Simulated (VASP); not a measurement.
Al, 8 atoms in the cell. Symmetry: I4mm, No. 107, tetragonal system. Conventional cell: a = 5.632 Å, b = 5.632 Å, c = 7.965 Å, α = 90.00°, β = 90.00°, γ = 90.00°. Within 3.6 Å of Al (site symmetry 4mm) lie 12 Al at 2.76 to 2.87 Å. Al (site symmetry m) has 12 Al at 2.76 to 2.87 Å within 3.6 Å. Al (site symmetry 2mm) has 12 Al at 2.82 Å within 3.7 Å. Within 3.7 Å of Al (site symmetry 4mm) lie 12 Al at 2.82 Å.  This cell differs from its parent crystal: atom 1 (Al) moved +0.075 Å towards its neighbour atom 8 (Al) at 3.983 Å.

* Program: VASP 6.6.1
* Task: single point
* Functional: PBE
* Dispersion: D3(BJ)
* Potentials or basis: VASP PAW PBE potentials, release 64 (Al)
* Cutoff: 520 eV
* k mesh: 14 × 14 × 14
* Occupations: gaussian, width 0.15 eV
* Spin: no spin polarisation
* Dipole correction: no
* Further INCAR settings: ALGO = Fast; EDIFF = 1e-07; NBANDS = 22

Potentials or basis: VASP PAW PBE potentials, release 64 (Al).

Run with:

```bash
$ cat potpaw_PBE.64/Al/POTCAR > POTCAR
$ mpirun -np 1 vasp_std > vasp.out
```

Hardware: 1 thread of Intel Xeon 8259CL (shared host).

Question: Estimate the wall time of this run.

Answer: It took 25 min on 1 thread of Intel Xeon 8259CL (shared host), peak memory 0.59 GiB. Counts: scf iterations 15, k points 244.
